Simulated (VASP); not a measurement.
Write the native input for VASP 6.6.1 that does the following.

| Item | Value |
| --- | --- |
| Task | single point |
| Functional | PBE |
| Potentials or basis | VASP PAW PBE potentials, release 64 (Cu, Ni) |
| Cutoff | 520 eV |
| k mesh | 6 × 6 × 2 |
| Occupations | gaussian, width 0.1 eV |
| Spin | collinear spin, ferromagnetic start |
| Starting moments | [0.0, 0.0, 2.0, 2.0, 2.0, 2.0] μB |
| Dipole correction | no |
| Further INCAR settings | ALGO = Normal; EDIFF = 1e-06; NBANDS = 44 |

The structure of CuNi2 lies in POSCAR:

```
CuNi2
1.0
    2.4984803958      0.0000000029      0.0000000000
   -1.2492402004      2.1637474922      0.0000000000
    0.0000000000      0.0000000000     12.4680978856
Cu Ni
2 4
Direct
    0.3333333333      0.6666666667      0.2500000000
    0.6666666667      0.3333333333      0.7500000000
    0.3333333333      0.6666666667      0.9192519723
    0.3333333333      0.6666666667      0.5807480277
    0.6666666667      0.3333333333      0.0807480277
    0.6666666667      0.3333333333      0.4192519723
```

The input as run:

INCAR

```
ALGO     = Normal         # electronic algorithm
EDIFF    = 1E-6           # SCF threshold, eV
ENCUT    = 520            # plane-wave cutoff, eV
GGA      = PE             # functional
ISIF     = 2              # what is computed and relaxed
ISMEAR   = 0              # smearing method
ISPIN    = 2              # spin polarisation
LASPH    = True           # aspherical terms in the spheres
LCHARG   = False          # write CHGCAR
LMAXMIX  = 4              # l up to which the mixer works
LORBIT   = 11             # projections on sites
LREAL    = False          # projectors in reciprocal space
LWAVE    = False          # write WAVECAR
MAGMOM   = 0 0 2 2 2 2    # initial moments
NBANDS   = 44             # bands
NELM     = 150            # most SCF steps
PREC     = Accurate       # precision mode
SIGMA    = 0.1            # smearing width, eV
```

KPOINTS

```
k-points
0
Gamma
  6 6 2
```

Potentials or basis: VASP PAW PBE potentials, release 64 (Cu, Ni).

The run is started by

```bash
$ cat potpaw_PBE.64/Cu/POTCAR potpaw_PBE.64/Ni/POTCAR > POTCAR
$ mpirun -np 1 vasp_std > vasp.out
```

Results of the run:

| Item | Value |
| --- | --- |
| Pressure | 0.3 GPa |
| Largest force | 0.008 eV/Å |
| Net moment | 2.12 μB per cell |
| Site moments | Cu +0.00; Ni +0.54 μB |
| Valence electrons inside the program's atomic spheres | Cu 10.04; Ni 9.28 |

Caveat: the k points lie up to 0.48 Å⁻¹ apart.

It took 58 s on 1 thread of Intel(R) Xeon(R) 6975P-C (Granite Rapids), on a shared host, peak memory 0.24 GiB.
